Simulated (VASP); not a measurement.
# Sr2MoWO6 (P-1) in VASP: single point with r2SCAN

Aim: the single point of Sr2MoWO6 with r2SCAN.

Everything below comes from runs of VASP 6.6.1. Logs are shortened: lines on timing, memory, paths and dates and some standing lists are left out, and cuts for length are marked.

## (1) The cell of the first run

The typed cell holds 10 atoms: a = 5.531 Å, b = 5.532 Å, c = 5.547 Å, α = 60.11°, β = 60.10°, γ = 90.00°.

## (2) Single point, r2SCAN

Contents of POSCAR:

```
Sr2MoWO6
1.0
    0.0003675500      5.5312280200      0.0000000000
    5.5317644500      0.0000000000      0.0000000000
    2.7641631600      2.7649777400     -3.9347582500
Sr Mo W O
2 1 1 6
Direct
    0.2477000000      0.7505000000      0.5028000000
    0.7523000000      0.2495000000      0.4972000000
    0.0000000000      0.0000000000      0.0000000000
    0.5000000000      0.5000000000      0.0000000000
    0.2513300000      0.2329300000      0.5103400000
    0.7486700000      0.7670700000      0.4896600000
    0.2098400000      0.2687500000      0.0090000000
    0.7901600000      0.7312500000      0.9910000000
    0.2742800000      0.7841100000      0.9844600000
    0.7257200000      0.2158900000      0.0155400000
```

Contents of INCAR.step1:

```
ALGO = Normal
EDIFF = 1E-4
ENCUT = 520
GGA = PE
ISMEAR = -5
LASPH = T
LCHARG = F
LMAXMIX = 4
LREAL = F
LWAVE = T
NBANDS = 53
NELM = 100
PREC = Accurate
SIGMA = 0.03
```

Contents of INCAR.step2:

```
ALGO = Normal
EDIFF = 1E-7
ENCUT = 520
ISIF = 2
ISMEAR = -1
ISTART = 1
LASPH = T
LCHARG = F
LMAXMIX = 4
LMIXTAU = T
LORBIT = 10
LREAL = F
LWAVE = F
METAGGA = R2SCAN
NBANDS = 53
NELM = 100
PREC = Accurate
SIGMA = 0.03
```

Contents of KPOINTS:

```
Automatic mesh
0
Gamma
  4 4 5
  0.5 0.5 0.5
```

Potentials or basis: VASP PAW PBE potentials, release 64 (Sr_sv, Mo_sv, W_sv, O).

Launch:

```bash
$ cat potpaw_PBE.64/Sr_sv/POTCAR potpaw_PBE.64/Mo_sv/POTCAR potpaw_PBE.64/W_sv/POTCAR potpaw_PBE.64/O/POTCAR > POTCAR
$ cp INCAR.step1 INCAR
$ mpirun -np 1 vasp_std > vasp.out
$ cp INCAR.step2 INCAR
$ mpirun -np 1 vasp_std > vasp.out
```

OUTCAR:

```text
EDIFF = 1E-7
   ENCUT = 520
   ISIF = 2
   ISMEAR = -1
   ISTART = 1
   LASPH = T
   LORBIT = 10
   LREAL = F
   METAGGA = R2SCAN
   NELM = 100
   PREC = Accurate

 ion  position               nearest neighbor table
   1  0.248  0.751  0.503-   8 2.57  10 2.62   7 2.64   5 2.69   9 2.71   6 2.74   6 2.80   5 2.84
                             9 2.84   7 2.92  10 2.93   8 2.98   3 3.38   4 3.38   4 3.39   4 3.39
   2  0.752  0.249  0.497-   7 2.57   9 2.62   8 2.64   6 2.69  10 2.71   5 2.74   5 2.80   6 2.84
                            10 2.84   8 2.92   9 2.93   7 2.98   3 3.38   4 3.38   4 3.39   4 3.39
   3  0.000  0.000  0.000-   7 1.92   8 1.92   9 1.93  10 1.93   5 1.93   6 1.93   1 3.38   2 3.38
                             1 3.40   2 3.40   1 3.40   2 3.40   2 3.40   1 3.40
   4  0.500  0.500  0.000-   9 2.00  10 2.00   5 2.01   6 2.01   8 2.02   7 2.02   1 3.38   2 3.38
                             1 3.39   2 3.39   1 3.39   2 3.39   2 3.41   1 3.41
   5  0.251  0.233  0.510-   3 1.93   4 2.01   1 2.69   2 2.74   2 2.80   1 2.84
   6  0.749  0.767  0.490-   3 1.93   4 2.01   2 2.69   1 2.74   1 2.80   2 2.84
   7  0.210  0.269  0.009-   3 1.92   4 2.02   2 2.57   1 2.64   1 2.92   2 2.98
   8  0.790  0.731  0.991-   3 1.92   4 2.02   1 2.57   2 2.64   2 2.92   1 2.98
   9  0.274  0.784  0.984-   3 1.93   4 2.00   2 2.62   1 2.71   1 2.84   2 2.93
  10  0.726  0.216  0.016-   3 1.93   4 2.00   1 2.62   2 2.71   2 2.84   1 2.93

  LATTYP: Found a base centered monoclinic cell.
 ALAT       =    42.1560147119
 B/A-ratio  =     0.1855596918
 C/A-ratio  =     0.2935497723
 COS(beta)  =    -0.9982576835

  Lattice vectors:

 A1 = ( -16.5922227700, -11.0611835000,   7.8695165000)
 A2 = ( -11.0608258700, -16.5924115200,   7.8695165000)
 A3 = (   8.2962951600,   8.2962057600,  -3.9347582500)

Analysis of symmetry for initial positions (statically):
=====================================================================
 Subroutine PRICEL returns:
 Original cell was already a primitive cell.

 Routine SETGRP: Setting up the symmetry group for a
 base centered monoclinic supercell.

 Subroutine GETGRP returns: Found  2 space group operations
 (whereof  2 operations were pure point group operations)
 out of a pool of  4 trial point group operations.

The static configuration has the point symmetry S_2 .

Analysis of symmetry for dynamics (positions and initial velocities):
=====================================================================
 Subroutine PRICEL returns:
 Original cell was already a primitive cell.

 Routine SETGRP: Setting up the symmetry group for a
 base centered monoclinic supercell.

 Subroutine GETGRP returns: Found  2 space group operations
 (whereof  2 operations were pure point group operations)
 out of a pool of  4 trial point group operations.

The dynamic configuration has the point symmetry S_2 .

 Subroutine INISYM returns: Found  2 space group operations
 (whereof  2 operations are pure point group operations),
 and found     1 'primitive' translations

----------------------------------------------------------------------------------------

                                     Primitive cell

  volume of cell :     120.3936

  direct lattice vectors                    reciprocal lattice vectors
     0.000367550  5.531228020  0.000000000     0.000000000  0.180791679  0.127043375
     5.531764450  0.000000000  0.000000000     0.180774147 -0.000012012  0.126985190
     2.764163160  2.764977740 -3.934758250     0.000000000  0.000000000 -0.254145220

  length of vectors
     5.531228032  5.531764450  5.546893037     0.220965269  0.220917475  0.254145220

  position of ions in fractional coordinates (direct lattice)
     0.247700000  0.750500000  0.502800000
     0.752300000  0.249500000  0.497200000
     0.000000000  0.000000000  0.000000000
     0.500000000  0.500000000  0.000000000
     0.251330000  0.232930000  0.510340000
     0.748670000  0.767070000  0.489660000
     0.209840000  0.268750000  0.009000000
     0.790160000  0.731250000  0.991000000
     0.274280000  0.784110000  0.984460000
     0.725720000  0.215890000  0.015540000
[... 25 lines left out ...]
     0.000000000  0.045197920  0.031760844     0.250000000  0.000000000  0.000000000
     0.045193537 -0.000003003  0.031746297     0.000000000  0.250000000  0.000000000
     0.000000000  0.000000000 -0.050829044     0.000000000  0.000000000  0.200000000

  Length of vectors
     0.055241317  0.055229369  0.050829044

  Shift w.r.t. Gamma in fractional coordinates (k-lattice)
     0.500000000  0.500000000  0.500000000

 Subroutine IBZKPT returns following result:
 ===========================================

 Found     40 irreducible k-points:

 Following reciprocal coordinates:
            Coordinates               Weight
  0.125000  0.125000  0.100000      2.000000
  0.375000  0.125000  0.100000      2.000000
 -0.375000  0.125000  0.100000      2.000000
 -0.125000  0.125000  0.100000      2.000000
  0.125000  0.375000  0.100000      2.000000
  0.375000  0.375000  0.100000      2.000000
[... 16 lines left out ...]
 -0.375000  0.375000  0.300000      2.000000
 -0.125000  0.375000  0.300000      2.000000
 [... further k-points ...]
   k-points           NKPTS =     40   k-points in BZ     NKDIM =     40   number of bands    NBANDS=     53
   number of dos      NEDOS =    301   number of ions     NIONS =     10
   total plane-waves  NPLWV =  74088
   dimension x,y,z NGX =    42 NGY =   42 NGZ =   42
   dimension x,y,z NGXF=    84 NGYF=   84 NGZF=   84
   ions per type =               2   1   1   6
   NGX,Y,Z   is equivalent  to a cutoff of  12.62, 12.62, 12.59 a.u.
   NGXF,Y,Z  is equivalent  to a cutoff of  25.25, 25.24, 25.18 a.u.
 SYSTEM =  unknown system
   PREC   = accura    normal or accurate (medium, high low for compatibility)
   ISTART =      1    job   : 0-new  1-cont  2-samecut
   ICHARG =      0    charge: 1-file 2-atom 10-const
   ISPIN  =      1    spin polarized calculation?
   LNONCOLLINEAR =      F non collinear calculations
   LSORBIT =      F    spin-orbit coupling
   LASPH  =      T    aspherical Exc in radial PAW
   ENCUT  =  520.0 eV  38.22 Ry    6.18 a.u.  10.28 10.29 10.31*2*pi/ulx,y,z
   NELM   =    100;   NELMIN=  2; NELMDL=  0     # of ELM steps
   EDIFF  = 0.1E-06   stopping-criterion for ELM
   LREAL  =      F    real-space projection
   EDIFFG = 0.1E-05   stopping-criterion for IOM
   NSW    =      0    number of steps for IOM
   IBRION =     -1    ionic relax: 0-MD 1-quasi-New 2-CG
   NFREE  =      0    steps in history (QN), initial steepest desc. (CG)
   ISIF   =      2    stress and relaxation
   ISYM   =      2    0-nonsym 1-usesym 2-fastsym
   POTIM  = 0.5000    time-step for ionic-motion
   TEBEG  =    0.0;   TEEND  =   0.0 temperature during run
   PSTRESS=    0.0 pullay stress
   NELECT =      84.0000    total number of electrons
   NUPDOWN=      -1.0000    fix difference up-down
   EMIN   =  10.00;   EMAX   =-10.00  energy-range for DOS
   EFERMI =   0.00;   METHOD = LEGACY
   ISMEAR =    -1;   SIGMA  =   0.03  broadening in eV -4-tet -1-fermi 0-gaus
   EFERMI_NEDOS =   21; number of points for ismear=-14 and -15
   IALGO  =     38    algorithm
   IMIX   =      4    mixing-type and parameters
     AMIX     =   0.40;   BMIX     =  1.00
     AMIX_MAG =   1.60;   BMIX_MAG =  1.00
  volume/ion in A,a.u.               =      12.04        81.25
  Fermi-wavevector in a.u.,A,eV,Ry     =   1.452001  2.743883 28.685245  2.108306
  Thomas-Fermi vector in A             =   2.569433
   LORBIT       =     10    0 simple, 1 ext, 2 COOP (PROOUT), +10 PAW based schemes
   METAGGA = R2SCAN    functional components
   LHFCALC =     F    Hartree Fock is set to
   AEXX    =    0.0000 exact exchange contribution
   IVDW    =     0    specifies the selected vdW correction
   LEPSILON=     F    determine dielectric tensor
   LRPA    =     F    only Hartree local field effects (RPA)
 non-spin polarized calculation
  energy-cutoff  :      520.00
  volume of cell :      120.39
 maximum number of plane-waves:      3255
 NGX is ok and might be reduce to    42

 number of electron      83.9999999 magnetization

 Free energy of the ion-electron system (eV)
  ---------------------------------------------------
  ext. energy  EPLUGINS =         0.00000000
  ---------------------------------------------------
  free energy    TOTEN  =      -168.85742126 eV

  energy without entropy =     -168.84576344  energy(sigma->0) =     -168.85159235

 E-fermi :   8.0940     XC(G=0): -12.3320

 val. band max:        8.0628566260   @ k =  -0.3750   0.1250   0.3000
 cond. band min:       8.1137451040   @ k =  -0.1250   0.1250   0.3000
 fundamental gap:      0.0508884780
 Fermi energy:         8.0939523864

 k-point     1 :       0.1250    0.1250    0.1000
  band No.  band energies     occupation
      1     -69.7490      2.00000
      2     -56.5577      2.00000
      3     -33.4638      2.00000
      4     -33.3965      2.00000
      5     -33.3548      2.00000
      6     -30.2276      2.00000
[... 1333 lines left out ...]
     52      12.8353      0.00000
     53      13.0709      0.00000

 [... further k-points ...]
[... 5 lines left out ...]
  --------------------------------------------------------------------------------------
  -------------------------------------------------------------------------------------
  Total        8.8477477      8.6133659      7.3659168     -0.1147420      0.2770030     -0.2060484
  in kB      117.7443335    114.6252202     98.0243782     -1.5269671      3.6863086     -2.7420573
  external PRESSURE =     110.1313106 kB  Pullay stress =       0.0000000 kB

 VOLUME and BASIS-vectors are now :
 -----------------------------------------------------------------------------
  energy-cutoff  :      520.00
  volume of cell :      120.39
      direct lattice vectors                 reciprocal lattice vectors
     0.000367550  5.531228020  0.000000000     0.000000000  0.180791679  0.127043375
     5.531764450  0.000000000  0.000000000     0.180774147 -0.000012012  0.126985190
     2.764163160  2.764977740 -3.934758250     0.000000000  0.000000000 -0.254145220

 POSITION                                       TOTAL-FORCE (eV/Angst)
 -----------------------------------------------------------------------------------
      5.54150      2.76032     -1.97840        -0.063588      0.048380      0.074755
      2.75479      5.53589     -1.95636         0.063588     -0.048380     -0.074755
      0.00000      0.00000      0.00000        -0.000000      0.000000      0.000000
      2.76607      2.76561      0.00000        -0.000000      0.000000      0.000000
      2.69927      2.80124     -2.00806         0.720825     -0.299815      2.048730
      5.59703      5.49496     -1.92669        -0.720825      0.299815     -2.048730
      1.51162      1.18556     -0.03541         1.374909      1.870007      0.330024
      6.78468      7.11065     -3.89935        -1.374909     -1.870007     -0.330024
      7.05882      4.23912     -3.87361        -1.181561      1.600993     -0.708753
      1.23747      4.05709     -0.06115         1.181561     -1.600993      0.708753
 -----------------------------------------------------------------------------------
    total drift:                                0.000000      0.000000      0.000000

  FREE ENERGIE OF THE ION-ELECTRON SYSTEM (eV)
  ---------------------------------------------------
  free  energy   TOTEN  =      -168.8574212553 eV

  energy  without entropy=     -168.8457634426  energy(sigma->0) =     -168.85159235

 total charge

# of ion       s       p       d       tot
------------------------------------------
    1        1.998   5.885   0.209   8.092
    2        1.998   5.885   0.209   8.092
    3        2.338   6.341   3.939  12.618
    4        2.301   6.385   3.254  11.941
    5        1.566   3.543   0.000   5.109
    6        1.566   3.543   0.000   5.109
    7        1.566   3.548   0.000   5.114
    8        1.566   3.548   0.000   5.114
    9        1.566   3.547   0.000   5.113
   10        1.566   3.547   0.000   5.113
--------------------------------------------------
tot         18.032  45.772   7.611  71.415
```

Run time: 17 min. Hardware: 1 thread of Intel Xeon Platinum 8375C at 2.90GHz (Ice Lake), shared host; peak memory 0.44 GiB.

Results:

```
Free energy                                           : -168.8574 eV
Pressure                                              : 11.0 GPa
Largest force                                         : 2.344 eV/Å
Band gap on the k mesh                                : zero (band 42 reaches 8.73 eV, above the bottom of band 43 at 6.71 eV)
Valence electrons inside the program's atomic spheres : Sr 8.09; Mo 12.62; W 11.94; O 5.11
```

Forces on the atoms (eV/Å):
```
Sr  -0.064  0.048  0.075
Sr   0.064 -0.048 -0.075
Mo   0.000  0.000  0.000
W    0.000  0.000  0.000
O    0.721 -0.300  2.049
O   -0.721  0.300 -2.049
O    1.375  1.870  0.330
O   -1.375 -1.870 -0.330
O   -1.182  1.601 -0.709
O    1.182 -1.601  0.709
```

Levels at points of the mesh, in eV from the Fermi level:
```tsv
k point	band 38	band 39	band 40	band 41	band 42	band 43	band 44	band 45	band 46	band 47
(0.12, 0.12, 0.10)	-4.42	-4.37	-4.17	-1.85	-1.44	-1.38	1.75	1.88	1.94	2.49
```

Caveat: the PAW data sets were made with another functional, which shifts forces and pressure a little; spin-orbit coupling is left out, which moves the levels of the heavy elements.
